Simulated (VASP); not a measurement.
# CdS (P6_3mc) in VASP: a series of runs

Runs on CdS. Level: PBEsol. Tasks: single point.

All numbers are computed with VASP 6.6.1; they aren't measurements. Logs are shortened: lines on timing, memory, paths and dates and some standing lists are left out, and cuts for length are marked.

## 1. The cell of the first run

Symmetry: P6_3mc, No. 186, hexagonal system. The conventional cell has a = 4.286 Å, b = 4.286 Å, c = 6.454 Å, α = 90.00°, β = 90.00°, γ = 120.00°. Cd (site symmetry 3m) has 4 S at 2.55 to 2.57 Å within 3.4 Å. Within 3.4 Å of S (site symmetry 3m) lie 4 Cd at 2.55 to 2.57 Å.

## 2. Single point, PBEsol, non-collinear spin, zero start, spin-orbit coupling

Input file INCAR:

```
SYSTEM = CdS
PREC = Accurate ; ENCUT = 500
EDIFF = 1E-6 ; ISMEAR = 0
SIGMA = 0.01 ; LREAL = .False.
LASPH = .True. ; NELM = 200
ALGO = Normal ; ISIF = 2
LWAVE = .False. ; LCHARG = .False.
MAGMOM = 0 0 0 0 0 0 0 0 0 0 0 0 ; LORBIT = 11
LSORBIT = .True. ; GGA_COMPAT = .False.
LORBMOM = .True. ; GGA = PS
NBANDS = 50
```

Input file KPOINTS:

```
regular mesh
0
Gamma
  6 6 4
  0 0 0
```

Input file POSCAR:

```
CdS
1.0
    4.2859173449      0.0000000000      0.0000000000
   -2.1429586725      3.7117132992      0.0000000000
    0.0000000000      0.0000000000      6.4539856582
Cd S
2 2
Direct
    0.3333333333      0.6666666667     -0.0087892198
    0.6666666667      0.3333333333      0.4912107802
    0.3333333333      0.6666666667      0.3857892198
    0.6666666667      0.3333333333      0.8857892198
```

Potentials or basis: VASP PAW PBE potentials, release 64 (Cd, S).

On the command line:

```
> cat potpaw_PBE.64/Cd/POTCAR potpaw_PBE.64/S/POTCAR > POTCAR
> mpirun -np 1 vasp_ncl > vasp.out
```

OUTCAR:

```text
SYSTEM = CdS
   PREC = Accurate
   ENCUT = 500
   EDIFF = 1E-6
   ISMEAR = 0
   LREAL = .False.
   LASPH = .True.
   NELM = 200
   ISIF = 2
   LORBIT = 11
   LSORBIT = .True.
   GGA = PS

 ion  position               nearest neighbor table
   1  0.333  0.667  0.991-   3 2.55   4 2.57   4 2.57   4 2.57
   2  0.667  0.333  0.491-   4 2.55   3 2.57   3 2.57   3 2.57
   3  0.333  0.667  0.386-   1 2.55   2 2.57   2 2.57   2 2.57
   4  0.667  0.333  0.886-   2 2.55   1 2.57   1 2.57   1 2.57

  LATTYP: Found a hexagonal cell.
 ALAT       =     4.2859173449
 C/A-ratio  =     1.5058586386

  Lattice vectors:

 A1 = (   4.2859173449,   0.0000000000,   0.0000000000)
 A2 = (  -2.1429586725,   3.7117132992,   0.0000000000)
 A3 = (   0.0000000000,   0.0000000000,   6.4539856582)

Analysis of symmetry for initial positions (statically):
=====================================================================
 Subroutine PRICEL returns:
 Original cell was already a primitive cell.

 Routine SETGRP: Setting up the symmetry group for a
 hexagonal supercell.

 Subroutine GETGRP returns: Found 12 space group operations
 (whereof  6 operations were pure point group operations)
 out of a pool of 24 trial point group operations.

The static configuration has the point symmetry C_3v.
 The point group associated with its full space group is C_6v.

Analysis of symmetry for dynamics (positions and initial velocities):
=====================================================================
 Subroutine PRICEL returns:
 Original cell was already a primitive cell.

 Routine SETGRP: Setting up the symmetry group for a
 hexagonal supercell.

 Subroutine GETGRP returns: Found 12 space group operations
 (whereof  6 operations were pure point group operations)
 out of a pool of 24 trial point group operations.

The dynamic configuration has the point symmetry C_3v.
 The point group associated with its full space group is C_6v.

Analysis of structural, dynamic, and magnetic symmetry:
=====================================================================
 Subroutine PRICEL returns:
 Original cell was already a primitive cell.

 Routine SETGRP: Setting up the symmetry group for a
 hexagonal supercell.

 Subroutine GETGRP returns: Found 12 space group operations
 (whereof  6 operations were pure point group operations)
 out of a pool of 24 trial point group operations.

The overall configuration has the point symmetry C_3v.
 The point group associated with its full space group is C_6v.

 Subroutine INISYM returns: Found 12 space group operations
 (whereof  6 operations are pure point group operations),
 and found     1 'primitive' translations

----------------------------------------------------------------------------------------

                                     Primitive cell

  volume of cell :     102.6706

  direct lattice vectors                    reciprocal lattice vectors
     4.285917345  0.000000000  0.000000000     0.233322278  0.134708680  0.000000000
    -2.142958672  3.711713299  0.000000000     0.000000000  0.269417360  0.000000000
     0.000000000  0.000000000  6.453985658     0.000000000  0.000000000  0.154943016

  length of vectors
     4.285917345  4.285917345  6.453985658     0.269417361  0.269417360  0.154943016

  position of ions in fractional coordinates (direct lattice)
     0.333333333  0.666666667  0.991210780
     0.666666667  0.333333333  0.491210780
     0.333333333  0.666666667  0.385789220
     0.666666667  0.333333333  0.885789220

  ion indices of the primitive-cell ions
   primitive index   ion index
                 1           1
                 2           2
                 3           3
                 4           4

----------------------------------------------------------------------------------------

 KPOINTS: regular mesh

Automatic generation of k-mesh.
 Grid dimensions read from file:
 generate k-points for:    6    6    4

[... 109 lines left out ...]
  ---------------------------------------------------
  free energy    TOTEN  =       -13.61218057 eV

  energy without entropy =      -13.61218057  energy(sigma->0) =      -13.61218057

 E-fermi :   1.0368     XC(G=0):  -9.2089

 val. band max:        0.9743085779   @ k =   0.0000   0.0000   0.0000
 cond. band min:       1.9292088055   @ k =   0.0000   0.0000   0.0000
 fundamental gap:      0.9549002276
 Fermi energy:         1.0368176479

 k-point     1 :       0.0000    0.0000    0.0000
  band No.  band energies     occupation
      1     -11.2440      1.00000
      2     -11.2440      1.00000
      3     -10.7792      1.00000
      4     -10.7792      1.00000
      5      -6.9580      1.00000
      6      -6.9580      1.00000
[... 1213 lines left out ...]
     47       8.0462      0.00000
     48       8.0462      0.00000

 [... further k-points ...]

 [bands above 48 left out]

------------------------ aborting loop because EDIFF is reached ----------------------------------------

  FORCE on cell =-STRESS in cart. coord.  units (eV):
  Direction    XX          YY          ZZ          XY          YZ          ZX
  --------------------------------------------------------------------------------------
  -------------------------------------------------------------------------------------
  Total       -2.0251626     -2.0251626      0.1915650      0.0000000      0.0000000      0.0000000
  in kB      -31.6027063    -31.6027063      2.9893766      0.0000000      0.0000000      0.0000000
  external PRESSURE =     -20.0720120 kB  Pullay stress =       0.0000000 kB

 VOLUME and BASIS-vectors are now :
 -----------------------------------------------------------------------------
  energy-cutoff  :      500.00
  volume of cell :      102.67
      direct lattice vectors                 reciprocal lattice vectors
     4.285917345  0.000000000  0.000000000     0.233322278  0.134708680  0.000000000
    -2.142958672  3.711713299  0.000000000     0.000000000  0.269417360  0.000000000
     0.000000000  0.000000000  6.453985658     0.000000000  0.000000000  0.154943016

 POSITION                                       TOTAL-FORCE (eV/Angst)
 -----------------------------------------------------------------------------------
     -0.00000      2.47448      6.39726        -0.000000     -0.000000     -0.005710
      2.14296      1.23724      3.17027         0.000000     -0.000000     -0.005710
     -0.00000      2.47448      2.48988         0.000000      0.000000      0.005710
      2.14296      1.23724      5.71687        -0.000000     -0.000000      0.005710
 -----------------------------------------------------------------------------------
    total drift:                               -0.000000      0.000000      0.000548

  FREE ENERGIE OF THE ION-ELECTRON SYSTEM (eV)
  ---------------------------------------------------
  free  energy   TOTEN  =       -13.6121805685 eV

  energy  without entropy=      -13.6121805685  energy(sigma->0) =      -13.61218057

 orbital moment (x)

 # of ion     p       d       tot
 ----------------------------------------
  1        -0.000  -0.000  -0.000
  2         0.000   0.000   0.000
  3         0.000   0.000   0.000
  4        -0.000   0.000  -0.000
 ----------------------------------------
           -0.000  -0.000  -0.000

 orbital moment (y)

 # of ion     p       d       tot
 ----------------------------------------
  1        -0.000  -0.000  -0.000
  2        -0.000   0.000   0.000
  3         0.000   0.000   0.000
  4        -0.000   0.000  -0.000
 ----------------------------------------
           -0.000  -0.000  -0.000

 orbital moment (z)

 # of ion     p       d       tot
 ----------------------------------------
  1         0.000  -0.000  -0.000
  2         0.000   0.000   0.000
  3         0.000   0.000   0.000
  4         0.000   0.000   0.000
 ----------------------------------------
            0.000   0.000   0.000

 Spin-Orbit-Coupling matrix elements

 Ion:    1  E_soc:     -0.0562782
 l=   1
     0.0000000    -0.0023634    -0.0023828
    -0.0023634     0.0000000    -0.0023634
    -0.0023828    -0.0023634     0.0000000
 l=   2
     0.0000000    -0.0013981     0.0000000    -0.0013981    -0.0056433
    -0.0013981     0.0000000    -0.0042020    -0.0013896    -0.0013981
     0.0000000    -0.0042020     0.0000000    -0.0042020     0.0000000
    -0.0013981    -0.0013896    -0.0042020     0.0000000    -0.0013981
    -0.0056433    -0.0013981     0.0000000    -0.0013981     0.0000000
 l=   3
     0.0000000     0.0000000     0.0000000     0.0000000     0.0000000     0.0000000     0.0000000
     0.0000000     0.0000000     0.0000000     0.0000000     0.0000000     0.0000000     0.0000000
     0.0000000     0.0000000     0.0000000     0.0000000     0.0000000     0.0000000     0.0000000
     0.0000000     0.0000000     0.0000000     0.0000000     0.0000000     0.0000000     0.0000000
[... 49 lines left out ...]
 l=   2
     0.0000000     0.0000000     0.0000000     0.0000000     0.0000000
     0.0000000     0.0000000     0.0000000     0.0000000     0.0000000
     0.0000000     0.0000000     0.0000000     0.0000000     0.0000000
     0.0000000     0.0000000     0.0000000     0.0000000     0.0000000
     0.0000000     0.0000000     0.0000000     0.0000000     0.0000000
 l=   3
     0.0000000     0.0000000     0.0000000     0.0000000     0.0000000     0.0000000     0.0000000
     0.0000000     0.0000000     0.0000000     0.0000000     0.0000000     0.0000000     0.0000000
     0.0000000     0.0000000     0.0000000     0.0000000     0.0000000     0.0000000     0.0000000
     0.0000000     0.0000000     0.0000000     0.0000000     0.0000000     0.0000000     0.0000000
     0.0000000     0.0000000     0.0000000     0.0000000     0.0000000     0.0000000     0.0000000
     0.0000000     0.0000000     0.0000000     0.0000000     0.0000000     0.0000000     0.0000000
     0.0000000     0.0000000     0.0000000     0.0000000     0.0000000     0.0000000     0.0000000

 total charge

# of ion       s       p       d       tot
------------------------------------------
    1        0.421   0.306   9.561  10.287
    2        0.421   0.306   9.561  10.287
    3        1.320   2.359   0.000   3.679
    4        1.320   2.359   0.000   3.679
--------------------------------------------------
tot          3.482   5.329  19.122  27.933

 magnetization (x)

# of ion       s       p       d       tot
------------------------------------------
    1       -0.000  -0.000   0.000  -0.000
    2       -0.000   0.000  -0.000   0.000
    3       -0.000   0.000   0.000   0.000
    4        0.000  -0.000   0.000  -0.000
--------------------------------------------------
tot         -0.000  -0.000   0.000  -0.000

 magnetization (y)

# of ion       s       p       d       tot
------------------------------------------
    1        0.000   0.000  -0.000  -0.000
    2        0.000   0.000   0.000   0.000
    3        0.000   0.000   0.000   0.000
    4        0.000   0.000   0.000   0.000
--------------------------------------------------
tot          0.000   0.000  -0.000  -0.000

 magnetization (z)

# of ion       s       p       d       tot
------------------------------------------
    1       -0.000   0.000  -0.000   0.000
    2        0.000  -0.000   0.000  -0.000
    3       -0.000   0.000   0.000   0.000
    4       -0.000   0.000   0.000   0.000
--------------------------------------------------
tot         -0.000   0.000  -0.000   0.000
```

Wall time 3.1 min (1 thread of Oxide Virtual Turin-like, shared host); peak memory 0.45 GiB.

Results:

```
Free energy                                           : -13.6122 eV
Pressure                                              : -2.0 GPa
Largest force                                         : 0.006 eV/Å
Net moment                                            : 0.00 μB per cell
Valence electrons inside the program's atomic spheres : Cd 10.29; S 3.68
```

Forces in eV/Å, atoms in the order of the input:
```
Cd   0.000  0.000 -0.006
Cd   0.000  0.000 -0.006
S    0.000  0.000  0.006
S    0.000  0.000  0.006
```

Stress tensor (GPa, compression positive):
```
-3.16  0.00  0.00
 0.00 -3.16  0.00
 0.00  0.00  0.30
```

Moments on the atoms (μB; x, y, z):
```
Cd  0.00 0.00 0.00
Cd  0.00 0.00 0.00
S   0.00 0.00 0.00
S   0.00 0.00 0.00
```

Caveat: the PAW data sets were made with another functional, which shifts forces and pressure a little.

## 3. Single point, PBEsol, non-collinear spin, zero start, spin-orbit coupling

Input file INCAR:

```
PREC = Accurate
ENCUT = 500
EDIFF = 1E-6
ISMEAR = 0
SIGMA = 0.01
LREAL = F
LASPH = T
NELM = 200
ALGO = Normal
ISIF = 2
LWAVE = F
LCHARG = T
MAGMOM = 0 0 0 0 0 0 0 0 0 0 0 0
LORBIT = 11
LSORBIT = T
GGA_COMPAT = F
LORBMOM = T
GGA = PS
LVHAR = T
NBANDS = 50
```

Input file KPOINTS:

```
regular mesh
0
Gamma
  6 6 4
```

POSCAR is that of step 2.

Potentials or basis: VASP PAW PBE potentials, release 64 (Cd, S).

On the command line:

```
> cat potpaw_PBE.64/Cd/POTCAR potpaw_PBE.64/S/POTCAR > POTCAR
> mpirun -np 1 vasp_ncl > vasp.out
```

Run time: 3.5 min. Hardware: 1 thread of Oxide Virtual Turin-like, shared host; peak memory 0.45 GiB.

It converged, with:

* Free energy: -13.6122 eV
* Pressure: -2.0 GPa
* Largest force: 0.006 eV/Å
* Net moment: 0.00 μB per cell
* Valence electrons inside the program's atomic spheres: Cd 10.29; S 3.68

Forces on the atoms (eV/Å):
```
Cd   0.000  0.000 -0.006
Cd   0.000  0.000 -0.006
S    0.000  0.000  0.006
S    0.000  0.000  0.006
```

Stress tensor (GPa, compression positive):
```
-3.16  0.00  0.00
 0.00 -3.16  0.00
 0.00  0.00  0.30
```

Moments on the atoms (μB; x, y, z):
```
Cd  0.00 0.00 0.00
Cd  0.00 0.00 0.00
S   0.00 0.00 0.00
S   0.00 0.00 0.00
```

Caveat: the PAW data sets were made with another functional, which shifts forces and pressure a little.
